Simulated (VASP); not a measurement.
# InO in VASP: notebook

Runs on InO. Level: r2SCAN. Tasks: single point.

All numbers are computed with VASP 6.6.1; they aren't measurements. Logs are shortened: lines on timing, memory, paths and dates and some standing lists are left out, and cuts for length are marked.

### Step 1. The cell of the first run

The cell holds a slab with vacuum, 4 atoms: a = 3.177 Å, b = 3.177 Å, c = 14.607 Å, α = 90.00°, β = 90.00°, γ = 120.00°.

### Step 2. Single point, r2SCAN (strain -0.080 along x and y, -0.080 along z)

File POSCAR:

```
InO
1.0
    3.1773246972      0.0000000000      0.0000000000
   -1.5886623486      2.7516439038      0.0000000000
    0.0000000000      0.0000000000     14.6069320000
In O
2 2
Direct
    0.6666666667      0.3333333333      0.5900210000
    0.6666666667      0.3333333333      0.4099790000
    0.0000000000      0.0000000000      0.6398670000
    0.0000000000      0.0000000000      0.3601330000
```

File INCAR.step1:

```
ALGO = Normal ; EDIFF = 1E-4
ENCUT = 520 ; GGA = PE
ISMEAR = 0 ; LASPH = T
LCHARG = F ; LREAL = F
LWAVE = T ; NBANDS = 27
NELM = 80 ; PREC = Accurate
SIGMA = 0.05
```

File INCAR.step2:

```
ALGO = Normal ; EDIFF = 1E-6
ENCUT = 520 ; ISIF = 2
ISMEAR = 0 ; ISTART = 1
LASPH = T ; LCHARG = T
LELF = T ; LMIXTAU = T
LREAL = F ; LVHAR = T
LWAVE = F ; METAGGA = R2SCAN
NBANDS = 27 ; NELM = 80
PREC = Accurate ; SIGMA = 0.05
```

File KPOINTS:

```
k-points
0
Gamma
  12 12 2
```

Potentials or basis: VASP PAW PBE potentials, release 64 (In_d, O).

Launch:

```console
$ cat potpaw_PBE.64/In_d/POTCAR potpaw_PBE.64/O/POTCAR > POTCAR
$ cp INCAR.step1 INCAR
$ mpirun -np 1 vasp_std > vasp.out
$ cp INCAR.step2 INCAR
$ mpirun -np 1 vasp_std > vasp.out
```

OUTCAR:

```text
EDIFF = 1E-6
   ENCUT = 520
   ISIF = 2
   ISMEAR = 0
   ISTART = 1
   LASPH = T
   LREAL = F
   METAGGA = R2SCAN
   NELM = 80
   PREC = Accurate

 ion  position               nearest neighbor table
   1  0.667  0.333  0.590-   3 1.97   3 1.97   3 1.97   2 2.63
   2  0.667  0.333  0.410-   4 1.97   4 1.97   4 1.97   1 2.63
   3  0.000  0.000  0.640-   1 1.97   1 1.97   1 1.97
   4  0.000  0.000  0.360-   2 1.97   2 1.97   2 1.97

  LATTYP: Found a hexagonal cell.
 ALAT       =     3.1773246972
 C/A-ratio  =     4.5972424577

  Lattice vectors:

 A1 = (   3.1773246972,   0.0000000000,   0.0000000000)
 A2 = (  -1.5886623486,   2.7516439038,   0.0000000000)
 A3 = (   0.0000000000,   0.0000000000,  14.6069320000)

Analysis of symmetry for initial positions (statically):
=====================================================================
 Subroutine PRICEL returns:
 Original cell was already a primitive cell.

 Routine SETGRP: Setting up the symmetry group for a
 hexagonal supercell.

 Subroutine GETGRP returns: Found 12 space group operations
 (whereof 12 operations were pure point group operations)
 out of a pool of 24 trial point group operations.

The static configuration has the point symmetry D_3h.

Analysis of symmetry for dynamics (positions and initial velocities):
=====================================================================
 Subroutine PRICEL returns:
 Original cell was already a primitive cell.

 Routine SETGRP: Setting up the symmetry group for a
 hexagonal supercell.

 Subroutine GETGRP returns: Found 12 space group operations
 (whereof 12 operations were pure point group operations)
 out of a pool of 24 trial point group operations.

The dynamic configuration has the point symmetry D_3h.

 Subroutine INISYM returns: Found 12 space group operations
 (whereof 12 operations are pure point group operations),
 and found     1 'primitive' translations

----------------------------------------------------------------------------------------

                                     Primitive cell

  volume of cell :     127.7065

  direct lattice vectors                    reciprocal lattice vectors
     3.177324697  0.000000000  0.000000000     0.314730188  0.181709559  0.000000000
    -1.588662349  2.751643904  0.000000000     0.000000000  0.363419118  0.000000000
[... 82 lines left out ...]
   ICHARG =      0    charge: 1-file 2-atom 10-const
   ISPIN  =      1    spin polarized calculation?
   LNONCOLLINEAR =      F non collinear calculations
   LSORBIT =      F    spin-orbit coupling
   LASPH  =      T    aspherical Exc in radial PAW
   ENCUT  =  520.0 eV  38.22 Ry    6.18 a.u.   5.91  5.91 27.16*2*pi/ulx,y,z
   NELM   =     80;   NELMIN=  2; NELMDL=  0     # of ELM steps
   EDIFF  = 0.1E-05   stopping-criterion for ELM
   LREAL  =      F    real-space projection
   EDIFFG = 0.1E-04   stopping-criterion for IOM
   NSW    =      0    number of steps for IOM
   IBRION =     -1    ionic relax: 0-MD 1-quasi-New 2-CG
   NFREE  =      0    steps in history (QN), initial steepest desc. (CG)
   ISIF   =      2    stress and relaxation
   ISYM   =      2    0-nonsym 1-usesym 2-fastsym
   POTIM  = 0.5000    time-step for ionic-motion
   TEBEG  =    0.0;   TEEND  =   0.0 temperature during run
   PSTRESS=    0.0 pullay stress
   NELECT =      38.0000    total number of electrons
   NUPDOWN=      -1.0000    fix difference up-down
   EMIN   =  10.00;   EMAX   =-10.00  energy-range for DOS
   EFERMI =   0.00;   METHOD = LEGACY
   ISMEAR =     0;   SIGMA  =   0.05  broadening in eV -4-tet -1-fermi 0-gaus
   EFERMI_NEDOS =   21; number of points for ismear=-14 and -15
   IALGO  =     38    algorithm
   IMIX   =      4    mixing-type and parameters
     AMIX     =   0.40;   BMIX     =  1.00
     AMIX_MAG =   1.60;   BMIX_MAG =  1.00
  volume/ion in A,a.u.               =      31.93       215.45
  Fermi-wavevector in a.u.,A,eV,Ry     =   1.092945  2.065367 16.252559  1.194529
  Thomas-Fermi vector in A             =   2.229221
   LORBIT       =      0    0 simple, 1 ext, 2 COOP (PROOUT), +10 PAW based schemes
   METAGGA = R2SCAN    functional components
   LHFCALC =     F    Hartree Fock is set to
   AEXX    =    0.0000 exact exchange contribution
   IVDW    =     0    specifies the selected vdW correction
   LEPSILON=     F    determine dielectric tensor
   LRPA    =     F    only Hartree local field effects (RPA)
 non-spin polarized calculation
 Gauss-broadening in eV      SIGMA  =   0.05
  energy-cutoff  :      520.00
  volume of cell :      127.71
 maximum number of plane-waves:      3460
 NGX is ok and might be reduce to    24
   NGX = 11   NGY = 11   NGZ = 55

 number of electron      37.9999981 magnetization

 Free energy of the ion-electron system (eV)
  ---------------------------------------------------
  ext. energy  EPLUGINS =         0.00000000
  ---------------------------------------------------
  free energy    TOTEN  =       -60.84497211 eV

  energy without entropy =      -60.84497211  energy(sigma->0) =      -60.84497211

 E-fermi :   0.1329     XC(G=0):  -5.6954

 val. band max:       -0.0795548817   @ k =   0.3333   0.3333   0.0000
 cond. band min:       1.0213647010   @ k =   0.0000   0.0000   0.5000
 fundamental gap:      1.1009195827
 Fermi energy:         0.1328938979

 k-point     1 :       0.0000    0.0000    0.0000
  band No.  band energies     occupation
      1     -20.6946      2.00000
      2     -20.6526      2.00000
      3     -14.7584      2.00000
      4     -14.7584      2.00000
      5     -14.6714      2.00000
      6     -14.6714      2.00000
[... 709 lines left out ...]
     26       9.7661      0.00000
     27      10.1316      0.00000

 [... further k-points ...]
[... 5 lines left out ...]
  --------------------------------------------------------------------------------------
  -------------------------------------------------------------------------------------
  Total       15.2969238     15.2969238      7.9248578      0.0000000      0.0000000     -0.0000000
  in kB      191.9118755    191.9118755     99.4235400      0.0000000      0.0000000     -0.0000000
  external PRESSURE =     161.0824303 kB  Pullay stress =       0.0000000 kB

 VOLUME and BASIS-vectors are now :
 -----------------------------------------------------------------------------
  energy-cutoff  :      520.00
  volume of cell :      127.71
      direct lattice vectors                 reciprocal lattice vectors
     3.177324697  0.000000000  0.000000000     0.314730188  0.181709559  0.000000000
    -1.588662349  2.751643904  0.000000000     0.000000000  0.363419118  0.000000000
     0.000000000  0.000000000 14.606932000     0.000000000  0.000000000  0.068460646

 POSITION                                       TOTAL-FORCE (eV/Angst)
 -----------------------------------------------------------------------------------
      1.58866      0.91721      8.61840        -0.000000     -0.000000     -1.215187
      1.58866      0.91721      5.98854        -0.000000      0.000000      1.215187
      0.00000      0.00000      9.34649         0.000000      0.000000      2.737979
      0.00000      0.00000      5.26044         0.000000      0.000000     -2.737979
 -----------------------------------------------------------------------------------
    total drift:                               -0.000003      0.000001      0.000000

  FREE ENERGIE OF THE ION-ELECTRON SYSTEM (eV)
  ---------------------------------------------------
  free  energy   TOTEN  =       -60.8449721144 eV

  energy  without entropy=      -60.8449721144  energy(sigma->0) =      -60.84497211
```

OUTCAR.step1:

```text
EDIFF = 1E-4
   ENCUT = 520
   GGA = PE
   ISMEAR = 0
[... 950 lines left out ...]
      1.58866      0.91721      8.61840         0.000000     -0.000000     -1.400688
      1.58866      0.91721      5.98854        -0.000000     -0.000000      1.400688
      0.00000      0.00000      9.34649         0.000000      0.000000      3.006003
      0.00000      0.00000      5.26044        -0.000000     -0.000000     -3.006003
 -----------------------------------------------------------------------------------
    total drift:                               -0.000000      0.000000      0.000000

  FREE ENERGIE OF THE ION-ELECTRON SYSTEM (eV)
  ---------------------------------------------------
  free  energy   TOTEN  =       -17.8496398071 eV

  energy  without entropy=      -17.8496398071  energy(sigma->0) =      -17.84963981
```

OSZICAR.step1:

```text
N       E                     dE             d eps       ncg     rms          rms(c)
DAV:   1     0.433840822068E+03    0.43384E+03   -0.18689E+04  2055   0.156E+03
DAV:   2     0.443535636637E+02   -0.38949E+03   -0.37335E+03  2336   0.419E+02
DAV:   3    -0.188671592289E+02   -0.63221E+02   -0.62379E+02  2327   0.185E+02
DAV:   4    -0.220821301202E+02   -0.32150E+01   -0.32014E+01  2566   0.477E+01
DAV:   5    -0.221825413720E+02   -0.10041E+00   -0.10038E+00  2575   0.819E+00    0.176E+01
DAV:   6    -0.178542496441E+02    0.43283E+01   -0.16123E+01  3225   0.572E+01    0.151E+01
DAV:   7    -0.179204913653E+02   -0.66242E-01   -0.20630E+00  2262   0.104E+01    0.407E+00
DAV:   8    -0.178732900067E+02    0.47201E-01   -0.22775E-01  3225   0.427E+00    0.180E+00
DAV:   9    -0.178538079035E+02    0.19482E-01   -0.52894E-02  3150   0.276E+00    0.525E-01
DAV:  10    -0.178499494177E+02    0.38585E-02   -0.15995E-02  3154   0.151E+00    0.176E-01
DAV:  11    -0.178494882725E+02    0.46115E-03   -0.22454E-03  2396   0.345E-01    0.143E-01
DAV:  12    -0.178487581540E+02    0.73012E-03   -0.13976E-03  2368   0.270E-01    0.983E-02
DAV:  13    -0.178489471567E+02   -0.18900E-03   -0.14257E-04  1785   0.141E-01    0.601E-02
DAV:  14    -0.178491769134E+02   -0.22976E-03   -0.20611E-04  1730   0.115E-01    0.192E-02
DAV:  15    -0.178493968661E+02   -0.21995E-03   -0.56120E-05  1745   0.528E-02    0.150E-02
DAV:  16    -0.178495946457E+02   -0.19778E-03   -0.18698E-05  1652   0.445E-02    0.113E-02
DAV:  17    -0.178496398071E+02   -0.45161E-04   -0.58437E-06  1755   0.436E-02
   1 F= -.17849640E+02 E0= -.17849640E+02  d E =-.105190E-17
```

It took 8.5 min on 1 thread of Intel Xeon Platinum 8259CL at 2.50GHz (Skylake/Cascade Lake), shared host; peak memory 0.31 GiB.

Results:

```
Free energy            : -60.8450 eV
Largest force          : 2.738 eV/Å
Band gap on the k mesh : 1.10 eV, indirect (least direct gap 2.48 eV)
```

Forces in eV/Å, atoms in the order of the input:
```
In   0.000  0.000 -1.215
In   0.000  0.000  1.215
O    0.000  0.000  2.738
O    0.000  0.000 -2.738
```

Levels at points of the mesh, in eV from the valence-band top:
```csv
k point,band 16,band 17,band 18,band 19,band 20,band 21,band 22,band 23
"(0.00, 0.00, 0.00)",-2.27,-2.21,-2.21,-1.38,1.10,4.27,6.11,6.48
"(0.50, 0.00, 0.00)",-3.66,-3.46,-3.06,-0.49,2.57,6.11,6.93,8.59
"(0.00, 0.00, 0.50)",-2.27,-2.21,-2.21,-1.38,1.10,4.28,5.90,6.86
"(0.50, 0.00, 0.50)",-3.66,-3.46,-3.06,-0.49,2.57,6.11,6.93,8.59
```

Caveat: the cell differs from its parent crystal (strain -0.080 along x and y, -0.080 along z); the PAW data sets were made with another functional, which shifts forces and pressure a little; spin-orbit coupling is left out, which moves the levels of the heavy elements.

### Step 3. Single point, r2SCAN (strain -0.080 along x and y, -0.040 along z)

POSCAR, as its differences from that of step 2:

```diff
@@ -4,3 +4,3 @@
    -1.5886623486      2.7516439038      0.0000000000
-    0.0000000000      0.0000000000     14.6069320000
+    0.0000000000      0.0000000000     15.2420160000
 In O
```

File INCAR.step1:

```
PREC = Accurate
ENCUT = 520
ISMEAR = 0
SIGMA = 0.05
LREAL = F
LASPH = T
NELM = 80
NBANDS = 27
GGA = PE
ALGO = Normal
EDIFF = 1E-4
LWAVE = T
LCHARG = F
```

File INCAR.step2:

```
PREC = Accurate
ENCUT = 520
EDIFF = 1E-6
ISMEAR = 0
SIGMA = 0.05
LREAL = F
LASPH = T
NELM = 80
ALGO = Normal
ISIF = 2
LWAVE = F
LCHARG = F
METAGGA = R2SCAN
LMIXTAU = T
NBANDS = 27
ISTART = 1
```

File KPOINTS:

```
Automatic mesh
0
Gamma
  12 12 2
```

Potentials or basis: VASP PAW PBE potentials, release 64 (In_d, O).

Launch:

```console
$ cat potpaw_PBE.64/In_d/POTCAR potpaw_PBE.64/O/POTCAR > POTCAR
$ cp INCAR.step1 INCAR
$ mpirun -np 1 vasp_std > vasp.out
$ cp INCAR.step2 INCAR
$ mpirun -np 1 vasp_std > vasp.out
```

Run time: 9.9 min. Hardware: 1 thread of Intel Xeon Platinum 8259CL at 2.50GHz (Skylake/Cascade Lake), shared host; peak memory 0.34 GiB.

The run converged. Its results:

```yaml
Free_energy: -61.1190 eV
Largest_force: 2.291 eV/Å
Band_gap_on_the_k_mesh: 0.85 eV, indirect (least direct gap 2.33 eV)
```

Forces on the atoms (eV/Å):
```
In   0.000  0.000 -1.745
In   0.000  0.000  1.745
O    0.000  0.000  2.291
O    0.000  0.000 -2.291
```

Levels at points of the mesh, in eV from the valence-band top:
```tsv
k point	band 17	band 18	band 19	band 20	band 21	band 22
(0.00, 0.00, 0.00)	-2.27	-2.27	-1.48	0.85	4.10	6.14
(0.50, 0.00, 0.00)	-3.47	-3.15	-0.55	2.45	5.84	6.26
(0.00, 0.00, 0.50)	-2.27	-2.27	-1.48	0.85	4.11	5.96
(0.50, 0.00, 0.50)	-3.47	-3.15	-0.55	2.45	5.84	6.26
```

Caveat: the cell differs from its parent crystal (strain -0.080 along x and y, -0.040 along z); the PAW data sets were made with another functional, which shifts forces and pressure a little; spin-orbit coupling is left out, which moves the levels of the heavy elements.

### Step 4. Single point, r2SCAN (strain -0.080 along x and y, +0.000 along z)

POSCAR, as its differences from that of step 3:

```diff
@@ -4,3 +4,3 @@
    -1.5886623486      2.7516439038      0.0000000000
-    0.0000000000      0.0000000000     15.2420160000
+    0.0000000000      0.0000000000     15.8771000000
 In O
```

File INCAR.step1:

```
ALGO     = Normal         # electronic algorithm
EDIFF    = 1E-4           # SCF threshold, eV
ENCUT    = 520            # plane-wave cutoff, eV
GGA      = PE             # functional
ISMEAR   = 0              # smearing method
LASPH    = True           # aspherical terms in the spheres
LCHARG   = False          # write CHGCAR
LREAL    = False          # projectors in reciprocal space
LWAVE    = True           # write WAVECAR
NBANDS   = 27             # bands
NELM     = 60             # most SCF steps
PREC     = Accurate       # precision mode
SIGMA    = 0.05           # smearing width, eV
```

File INCAR.step2:

```
ALGO     = Normal         # electronic algorithm
EDIFF    = 1E-6           # SCF threshold, eV
ENCUT    = 520            # plane-wave cutoff, eV
ISIF     = 2              # what is computed and relaxed
ISMEAR   = 0              # smearing method
ISTART   = 1            
LASPH    = True           # aspherical terms in the spheres
LCHARG   = False          # write CHGCAR
LMIXTAU  = True         
LREAL    = False          # projectors in reciprocal space
LWAVE    = False          # write WAVECAR
METAGGA  = R2SCAN         # meta-GGA
NBANDS   = 27             # bands
NELM     = 60             # most SCF steps
PREC     = Accurate       # precision mode
SIGMA    = 0.05           # smearing width, eV
```

File KPOINTS:

```
k-points
0
Gamma
  12 12 2
```

Launch:

```console
$ cat potpaw_PBE.64/In_d/POTCAR potpaw_PBE.64/O/POTCAR > POTCAR
$ cp INCAR.step1 INCAR
$ mpirun -np 1 vasp_std > vasp.out
$ cp INCAR.step2 INCAR
$ mpirun -np 1 vasp_std > vasp.out
```

Wall time 11 min (1 thread of Intel Xeon Platinum 8259CL at 2.50GHz (Skylake/Cascade Lake), shared host); peak memory 0.34 GiB.

It converged, with:

| Quantity | Value |
| --- | --- |
| Free energy | -61.2700 eV |
| Largest force | 2.009 eV/Å |
| Band gap on the k mesh | 0.57 eV, indirect (least direct gap 2.18 eV) |

Forces in eV/Å, atoms in the order of the input:
```
In   0.000  0.000 -2.009
In   0.000  0.000  2.009
O    0.000  0.000  1.859
O    0.000  0.000 -1.859
```

Levels at points of the mesh, in eV from the valence-band top:
```
           k point  band 16  band 17  band 18  band 19  band 20  band 21  band 22  band 23
(0.00, 0.00, 0.00)    -2.39    -2.36    -2.36    -1.61     0.57     3.91     6.16     6.35
(0.50, 0.00, 0.00)    -3.61    -3.50    -3.27    -0.61     2.32     5.48     5.63     8.46
(0.00, 0.00, 0.50)    -2.39    -2.36    -2.36    -1.61     0.57     3.91     5.97     6.75
(0.50, 0.00, 0.50)    -3.61    -3.50    -3.27    -0.61     2.32     5.48     5.63     8.46
```

Caveat: the cell differs from its parent crystal (strain -0.080 along x and y, +0.000 along z); the PAW data sets were made with another functional, which shifts forces and pressure a little; spin-orbit coupling is left out, which moves the levels of the heavy elements.

### Step 5. The runs side by side

| cell | gap on the mesh (eV) | largest force (eV/Å) |
| --- | --- | --- |
| a = 3.177, b = 3.177, c = 14.607 Å, angles 90.0, 90.0, 120.0°, 4 atoms | 1.10 | 2.74 |
| a = 3.177, b = 3.177, c = 15.242 Å, angles 90.0, 90.0, 120.0°, 4 atoms | 0.85 | 2.29 |
| a = 3.177, b = 3.177, c = 15.877 Å, angles 90.0, 90.0, 120.0°, 4 atoms | 0.57 | 2.01 |

Alike in all rows: task single point; level r2SCAN; potentials or basis VASP PAW PBE potentials, release 64 (In_d, O); no spin polarisation; k mesh 12 × 12 × 2; cutoff (eV) 520; smearing gaussian 0.05 eV.

Caveats: the PAW data sets were made with another functional, which shifts forces and pressure a little; spin-orbit coupling is left out, which moves the levels of the heavy elements.

Absolute energies hang on the potentials; compare differences alone.
